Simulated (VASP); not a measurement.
# Tl3O (P-1) in VASP: single point with PBE

Aim: the single point of Tl3O with PBE.

All numbers are computed with VASP 6.6.1; they aren't measurements. Logs are shortened: lines on timing, memory, paths and dates and some standing lists are left out, and cuts for length are marked.

## 1. The cell of the first run

The typed cell holds 4 atoms: a = 3.557 Å, b = 3.568 Å, c = 9.966 Å, α = 89.64°, β = 81.58°, γ = 59.96°.

## 2. Single point, PBE

Contents of INCAR:

```
  PREC = Accurate
  ENCUT = 520
  EDIFF = 1E-6
  ISMEAR = 0
  SIGMA = 0.1
  LREAL = False
  LASPH = True
  NELM = 60
  ALGO = Normal
  ISIF = 2
  LWAVE = False
  LCHARG = False
  GGA = PE
  NBANDS = 30
```

Contents of KPOINTS:

```
regular mesh
0
Gamma
  12 12 4
```

Contents of POSCAR:

```
Tl3O
1.0
    3.5567910393      0.0054852659      0.0126529962
    1.7812250002      3.0914356775     -0.0015492721
    1.4257194065     -0.7441647316      9.8354610793
Tl O
3 1
Direct
    0.7485061890      0.6288380575      0.3443609105
    0.2514938110      0.3711619425      0.6556390895
    0.0000000000      0.5000000000      0.0000000000
    0.0000000000      0.0000000000      0.5000000000
```

Potentials or basis: VASP PAW PBE potentials, release 64 (Tl_d, O).

Started as:

```bash
cat potpaw_PBE.64/Tl_d/POTCAR potpaw_PBE.64/O/POTCAR > POTCAR
mpirun -np 1 vasp_std > vasp.out
```

OUTCAR:

```text
PREC = Accurate
   ENCUT = 520
   EDIFF = 1E-6
   ISMEAR = 0
   LREAL = False
   LASPH = True
   NELM = 60
   ISIF = 2
   GGA = PE

 ion  position               nearest neighbor table
   1  0.749  0.629  0.344-   4 2.56   4 2.56   4 2.57   3 3.39   2 3.68   2 3.68   2 3.69
   2  0.251  0.371  0.656-   4 2.56   4 2.56   4 2.57   3 3.39   1 3.68   1 3.68   1 3.69
   3  0.000  0.500  0.000-   1 3.39   2 3.39
   4  0.000  0.000  0.500-   1 2.56   2 2.56   2 2.56   1 2.56   2 2.57   1 2.57

  LATTYP: Found a triclinic cell.
 ALAT       =     3.5568177749
 B/A-ratio  =     1.0031090339
 C/A-ratio  =     2.8019653194
 COS(alpha) =     0.0062926343
 COS(beta)  =     0.1464517280
 COS(gamma) =     0.5005705468

  Lattice vectors:

 A1 = (   3.5567910393,   0.0054852659,   0.0126529962)
 A2 = (   1.7812250002,   3.0914356775,  -0.0015492721)
 A3 = (   1.4257194065,  -0.7441647316,   9.8354610793)

Analysis of symmetry for initial positions (statically):
=====================================================================
 Subroutine PRICEL returns:
 Original cell was already a primitive cell.

 Routine SETGRP: Setting up the symmetry group for a
 triclinic supercell.

 Subroutine GETGRP returns: Found  2 space group operations
 (whereof  2 operations were pure point group operations)
 out of a pool of  2 trial point group operations.

The static configuration has the point symmetry S_2 .

Analysis of symmetry for dynamics (positions and initial velocities):
=====================================================================
 Subroutine PRICEL returns:
 Original cell was already a primitive cell.

 Routine SETGRP: Setting up the symmetry group for a
 triclinic supercell.

 Subroutine GETGRP returns: Found  2 space group operations
 (whereof  2 operations were pure point group operations)
 out of a pool of  2 trial point group operations.

The dynamic configuration has the point symmetry S_2 .

 Subroutine INISYM returns: Found  2 space group operations
 (whereof  2 operations are pure point group operations),
 and found     1 'primitive' translations

----------------------------------------------------------------------------------------

                                     Primitive cell

  volume of cell :     107.9740

  direct lattice vectors                    reciprocal lattice vectors
     3.556791039  0.005485266  0.012652996     0.281591450 -0.162274116 -0.053096552
     1.781225000  3.091435677 -0.001549272    -0.000586864  0.323824764  0.024586104
     1.425719407 -0.744164732  9.835461079    -0.000362351  0.000259769  0.101745095

  length of vectors
     3.556817775  3.567876042  9.966080053     0.329311217  0.324757292  0.101746072

  position of ions in fractional coordinates (direct lattice)
     0.748506189  0.628838057  0.344360911
     0.251493811  0.371161943  0.655639089
     0.000000000  0.500000000  1.000000000
     0.000000000  0.000000000  0.500000000

  ion indices of the primitive-cell ions
   primitive index   ion index
                 1           1
                 2           2
                 3           3
                 4           4

----------------------------------------------------------------------------------------

 KPOINTS: regular mesh

Automatic generation of k-mesh.
 Grid dimensions read from file:
 generate k-points for:   12   12    4

 Generating k-lattice:

  Cartesian coordinates                     Fractional coordinates (reciprocal lattice)
     0.023465954 -0.013522843 -0.004424713     0.083333333  0.000000000  0.000000000
    -0.000048905  0.026985397  0.002048842     0.000000000  0.083333333  0.000000000
    -0.000090588  0.000064942  0.025436274    -0.000000000 -0.000000000  0.250000000

  Length of vectors
     0.027442601  0.027063108  0.025436518

  Shift w.r.t. Gamma in fractional coordinates (k-lattice)
     0.000000000  0.000000000  0.000000000

 Subroutine IBZKPT returns following result:
 ===========================================

 Found    292 irreducible k-points:

 Following reciprocal coordinates:
            Coordinates               Weight
  0.000000  0.000000  0.000000      1.000000
  0.083333 -0.000000 -0.000000      2.000000
  0.166667  0.000000 -0.000000      2.000000
  0.250000 -0.000000 -0.000000      2.000000
  0.333333 -0.000000 -0.000000      2.000000
  0.416667 -0.000000 -0.000000      2.000000
[... 16 lines left out ...]
  0.250000  0.166667 -0.000000      2.000000
  0.333333  0.166667 -0.000000      2.000000
 [... further k-points ...]
   k-points           NKPTS =    292   k-points in BZ     NKDIM =    292   number of bands    NBANDS=     30
   number of dos      NEDOS =    301   number of ions     NIONS =      4
   total plane-waves  NPLWV =  62720
   dimension x,y,z NGX =    28 NGY =   28 NGZ =   80
   dimension x,y,z NGXF=    56 NGYF=   56 NGZF=  160
   ions per type =               3   1
   NGX,Y,Z   is equivalent  to a cutoff of  13.09, 13.05, 13.34 a.u.
   NGXF,Y,Z  is equivalent  to a cutoff of  26.17, 26.09, 26.69 a.u.
 SYSTEM =  unknown system
   PREC   = accura    normal or accurate (medium, high low for compatibility)
   ISTART =      0    job   : 0-new  1-cont  2-samecut
   ICHARG =      2    charge: 1-file 2-atom 10-const
   ISPIN  =      1    spin polarized calculation?
   LNONCOLLINEAR =      F non collinear calculations
   LSORBIT =      F    spin-orbit coupling
   LASPH  =      T    aspherical Exc in radial PAW
   ENCUT  =  520.0 eV  38.22 Ry    6.18 a.u.   6.61  6.63 18.53*2*pi/ulx,y,z
   NELM   =     60;   NELMIN=  2; NELMDL= -5     # of ELM steps
   EDIFF  = 0.1E-05   stopping-criterion for ELM
   LREAL  =      F    real-space projection
   EDIFFG = 0.1E-04   stopping-criterion for IOM
   NSW    =      0    number of steps for IOM
   IBRION =     -1    ionic relax: 0-MD 1-quasi-New 2-CG
   NFREE  =      0    steps in history (QN), initial steepest desc. (CG)
   ISIF   =      2    stress and relaxation
   ISYM   =      2    0-nonsym 1-usesym 2-fastsym
   POTIM  = 0.5000    time-step for ionic-motion
   TEBEG  =    0.0;   TEEND  =   0.0 temperature during run
   PSTRESS=    0.0 pullay stress
   NELECT =      45.0000    total number of electrons
   NUPDOWN=      -1.0000    fix difference up-down
   EMIN   =  10.00;   EMAX   =-10.00  energy-range for DOS
   EFERMI =   0.00;   METHOD = LEGACY
   ISMEAR =     0;   SIGMA  =   0.10  broadening in eV -4-tet -1-fermi 0-gaus
   EFERMI_NEDOS =   21; number of points for ismear=-14 and -15
   IALGO  =     38    algorithm
   IMIX   =      4    mixing-type and parameters
     AMIX     =   0.40;   BMIX     =  1.00
     AMIX_MAG =   1.60;   BMIX_MAG =  1.00
  volume/ion in A,a.u.               =      26.99       182.16
  Fermi-wavevector in a.u.,A,eV,Ry     =   1.222849  2.310849 20.345588  1.495359
  Thomas-Fermi vector in A             =   2.357981
   LORBIT       =      0    0 simple, 1 ext, 2 COOP (PROOUT), +10 PAW based schemes
   GGA     = PE    functional components
   LHFCALC =     F    Hartree Fock is set to
   AEXX    =    0.0000 exact exchange contribution
   IVDW    =     0    specifies the selected vdW correction
   LEPSILON=     F    determine dielectric tensor
   LRPA    =     F    only Hartree local field effects (RPA)
 non-spin polarized calculation
 Gauss-broadening in eV      SIGMA  =   0.10
  energy-cutoff  :      520.00
  volume of cell :      107.97
 maximum number of plane-waves:      2944
   NGX = 13   NGY = 13   NGZ = 37

 number of electron      44.9999997 magnetization

 Free energy of the ion-electron system (eV)
  ---------------------------------------------------
  ext. energy  EPLUGINS =         0.00000000
  ---------------------------------------------------
  free energy    TOTEN  =       -13.25524252 eV

  energy without entropy =      -13.24886027  energy(sigma->0) =      -13.25205140

 E-fermi :   4.9560     XC(G=0):  -9.4277

 val. band max:        4.9558860487   @ k =  -0.2500   0.2500   0.5000
 cond. band min:       4.9599255268   @ k =   0.4167   0.3333   0.5000
 fundamental gap:      0.0040394780
 Fermi energy:         4.9559543409

 k-point     1 :       0.0000    0.0000    0.0000
  band No.  band energies     occupation
      1     -12.8054      2.00000
      2      -6.7785      2.00000
      3      -6.5525      2.00000
      4      -6.5453      2.00000
      5      -6.4921      2.00000
      6      -6.4236      2.00000
[... 22 lines left out ...]
     29      13.1347      0.00000
     30      14.8167      0.00000

 k-point     2 :       0.0833   -0.0000   -0.0000
  band No.  band energies     occupation
      1     -12.7888      2.00000
      2      -6.7647      2.00000
      3      -6.5514      2.00000
      4      -6.5294      2.00000
      5      -6.4717      2.00000
      6      -6.4253      2.00000
[... 22 lines left out ...]
     29      12.9229      0.00000
     30      13.9986      0.00000

 k-point     3 :       0.1667    0.0000   -0.0000
  band No.  band energies     occupation
      1     -12.7435      2.00000
      2      -6.7343      2.00000
      3      -6.5642      2.00000
      4      -6.4716      2.00000
      5      -6.4662      2.00000
      6      -6.4466      2.00000
[... 22 lines left out ...]
     29      12.5364      0.00000
     30      12.9991      0.00000

 k-point     4 :       0.2500   -0.0000   -0.0000
  band No.  band energies     occupation
      1     -12.6819      2.00000
      2      -6.7156      2.00000
      3      -6.5696      2.00000
      4      -6.5243      2.00000
      5      -6.4640      2.00000
      6      -6.4346      2.00000
[... 616 lines left out ...]
     29      12.5322      0.00000
     30      12.9576      0.00000

 k-point    23 :       0.2500    0.1667   -0.0000
  band No.  band energies     occupation
      1     -12.7049      2.00000
      2      -6.7094      2.00000
      3      -6.5743      2.00000
      4      -6.5007      2.00000
      5      -6.4435      2.00000
      6      -6.4349      2.00000
[... 22 lines left out ...]
     29      11.8722      0.00000
     30      12.5682      0.00000

 k-point    24 :       0.3333    0.1667   -0.0000
  band No.  band energies     occupation
      1     -12.6516      2.00000
      2      -6.6717      2.00000
      3      -6.5792      2.00000
      4      -6.5412      2.00000
      5      -6.4481      2.00000
      6      -6.4103      2.00000
[... 22 lines left out ...]
     29      10.6833      0.00000
     30      11.5033      0.00000

 [... further k-points ...]

------------------------ aborting loop because EDIFF is reached ----------------------------------------

  FORCE on cell =-STRESS in cart. coord.  units (eV):
  Direction    XX          YY          ZZ          XY          YZ          ZX
  --------------------------------------------------------------------------------------
  -------------------------------------------------------------------------------------
  Total       -0.0260502     -0.0217316     -0.0220587      0.0079412     -0.0055027      0.0080988
  in kB       -0.3865473     -0.3224655     -0.3273194      0.1178353     -0.0816514      0.1201747
  external PRESSURE =      -0.3454441 kB  Pullay stress =       0.0000000 kB

 VOLUME and BASIS-vectors are now :
 -----------------------------------------------------------------------------
  energy-cutoff  :      520.00
  volume of cell :      107.97
      direct lattice vectors                 reciprocal lattice vectors
     3.556791039  0.005485266  0.012652996     0.281591450 -0.162274116 -0.053096552
     1.781225000  3.091435677 -0.001549272    -0.000586864  0.323824764  0.024586104
     1.425719407 -0.744164732  9.835461079    -0.000362351  0.000259769  0.101745095

 POSITION                                       TOTAL-FORCE (eV/Angst)
 -----------------------------------------------------------------------------------
      4.27334      1.69186      3.39544         0.001100     -0.001057     -0.008692
      2.49039      0.66090      6.45112        -0.001100      0.001057      0.008692
      0.89061      1.54572     -0.00077         0.000000      0.000000      0.000000
      0.71286     -0.37208      4.91773         0.000000      0.000000      0.000000
 -----------------------------------------------------------------------------------
    total drift:                               -0.000000      0.000000     -0.000000

  FREE ENERGIE OF THE ION-ELECTRON SYSTEM (eV)
  ---------------------------------------------------
  free  energy   TOTEN  =       -13.2552425232 eV

  energy  without entropy=      -13.2488602714  energy(sigma->0) =      -13.25205140
```

It took 29 min on 1 thread of Intel Xeon 8259CL, shared host; peak memory 0.77 GiB.

What came out:

- Free energy: -13.2552 eV
- Pressure: 0.0 GPa
- Largest force: 0.009 eV/Å
- Band gap on the k mesh: zero (an odd number of electrons rules out a gap without spin polarisation)

Forces on the atoms (eV/Å):
```
Tl   0.001 -0.001 -0.009
Tl  -0.001  0.001  0.009
Tl   0.000  0.000  0.000
O    0.000  0.000  0.000
```

Levels at points of the mesh, in eV from the Fermi level:
```
           k point  band 19  band 20  band 21  band 22  band 23  band 24  band 25  band 26
(0.00, 0.00, 0.00)    -6.15    -2.42    -2.24    -2.24     0.99     1.19     7.60     7.93
(0.50, 0.00, 0.00)    -3.91    -3.45    -2.73    -1.77    -1.27    -0.29     2.04     3.19
(0.00, 0.50, 0.00)    -4.27    -3.84    -2.71    -1.65    -0.86     0.22     1.67     2.09
(0.50, 0.50, 0.00)    -4.26    -3.83    -2.72    -1.65    -0.86     0.25     1.67     2.05
(0.00, 0.00, 0.50)    -6.75    -2.24    -2.24    -1.53    -1.17     3.93     4.99     7.51
(0.50, 0.00, 0.50)    -4.25    -3.79    -2.73    -1.64    -0.87     0.30     1.72     1.97
(0.00, 0.50, 0.50)    -3.92    -3.46    -2.72    -1.70    -1.37    -0.28     2.20     2.92
(0.50, 0.50, 0.50)    -3.91    -3.45    -2.72    -1.69    -1.38    -0.28     2.20     2.94
```

Caveat: spin-orbit coupling is left out, which moves the levels of the heavy elements.
